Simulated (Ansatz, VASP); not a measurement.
## Cu: VASP beside Ansatz

File POSCAR:

```
Cu
1.0
    2.5340966698      0.0000000000      0.0000000000
   -1.2670483349      2.1945920917      0.0000000000
    0.0000000000      0.0000000000      4.1125710000
Cu
2
Direct
    0.6666666667      0.3333333333      0.7500000000
    0.3333333333      0.6666666667      0.2500000000
```

INCAR.step1

```
  ALGO = Normal
  EDIFF = 1E-4
  ENCUT = 520
  GGA = PE
  ISMEAR = -1
  LASPH = True
  LCHARG = False
  LREAL = False
  LWAVE = True
  NBANDS = 18
  NELM = 60
  PREC = Accurate
  SIGMA = 0.05
```

The input INCAR.step2:

```
  ALGO = Normal
  EDIFF = 1E-6
  ENCUT = 520
  ISIF = 2
  ISMEAR = -1
  ISTART = 1
  LASPH = True
  LCHARG = False
  LMIXTAU = True
  LREAL = False
  LWAVE = False
  METAGGA = R2SCAN
  NBANDS = 18
  NELM = 60
  PREC = Accurate
  SIGMA = 0.05
```

The input KPOINTS:

```
k-points
0
Gamma
  12 12 7
```

File input.yaml:

```yaml
crystal:
  lattice:
    - [2.5340966698, 0.0, 0.0]
    - [-1.2670483349, 2.1945920917, 0.0]
    - [0.0, 0.0, 4.112571]
  atoms:
    - { symbol: Cu, position: [0.6666666667, 0.3333333333, 0.75] }
    - { symbol: Cu, position: [0.3333333333, 0.6666666667, 0.25] }
hamiltonian:
  xc: r2scan
  pseudopotentials: { kind: paw }
kpoints:
  mp_grid: { grid: [12, 12, 7] }
  band_path:
    path:
      - [[0.0, 0.0, 0.0], [0.5, 0.0, 0.0], [0.3333333333, 0.3333333333, 0.0], [0.0, 0.0, 0.0], [0.0, 0.0, 0.5], [0.5, 0.0, 0.5], [0.3333333333, 0.3333333333, 0.5], [0.0, 0.0, 0.5]]
      - [[0.5, 0.0, 0.5], [0.5, 0.0, 0.0]]
      - [[0.3333333333, 0.3333333333, 0.0], [0.3333333333, 0.3333333333, 0.5]]
    npoints: 14
scf:
  occupations: { method: fermi_dirac, width: 0.05 }
  n_extra_bands: 6
output:
  forces: true
  stress: true
  eigenvalues: true
  fatbands: true
```

Alike in both runs: functional r2SCAN; k mesh 12 × 12 × 7; occupations fermi-dirac, width 0.05 eV; no spin polarisation.

```csv
,VASP,Ansatz
version,VASP 6.6.1,Ansatz 0.2.0
potentials or method,"VASP PAW PBE potentials, release 64 (Cu)",Ansatz PAW
plane-wave cutoff (eV),520,500
valence electrons in the cell,22,38
task,single point,band structure
```

|  | VASP | Ansatz | Ansatz less VASP |
| --- | --- | --- | --- |
| gap on the k mesh at the Fermi level (eV) | none | none | - |
| pressure (GPa) | 1.1 | 0.4 | -0.72 |
| traceless stress, the component that is largest in VASP (GPa) | 0.13 | 0.19 | +0.054 |

VASP's potentials were made for PBE, not for r2SCAN. A gap of «none» marks a metal or a gap that the smearing closes. VASP's potentials hold 22 valence electrons a cell and Ansatz's 38, so a difference there can come from the potentials and not from the codes.
